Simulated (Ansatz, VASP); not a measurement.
# LaHfO: VASP beside Ansatz

```
CELL_PARAMETERS angstrom
3.70631 0.00000 0.00000
0.00000 3.70631 0.00000
0.00000 0.00000 4.30349
ATOMIC_POSITIONS crystal
La 0.50000 0.50000 0.96011
Hf 0.00000 0.00000 0.46010
O 0.00000 0.00000 0.96007
```

Alike in both runs: functional PBE; k mesh 6 × 6 × 4; occupations gaussian, width 0.2 eV; no spin polarisation.

Ansatz relaxed the structure, and its values are those at the end. VASP's run is a single point on that final structure, the one shown.

|  | VASP | Ansatz |
| --- | --- | --- |
| version | VASP 6.6.1 | Ansatz 0.2.0 |
| potentials or method | VASP PAW PBE potentials, release 64 (La, Hf_pv, O), cutoff 520 eV | scalar-relativistic, plane waves, PAW |
| valence electrons in the cell | 27 | 43 |

|  | VASP | Ansatz | Ansatz less VASP |
| --- | --- | --- | --- |
| gap on the k mesh at the Fermi level (eV) | none | none | - |
| pressure (GPa) | -0.5 | 0.2 | +0.68 |

A gap of «none» marks a metal or a gap that the smearing closes. The functional is the same, so the differences come from potentials, cutoffs and numerics. VASP's potentials hold 27 valence electrons a cell and Ansatz's 43, so a difference there can come from the potentials and not from the codes.

The k mesh is coarse, so the values compare programs but aren't converged. Spin-orbit coupling is off throughout.
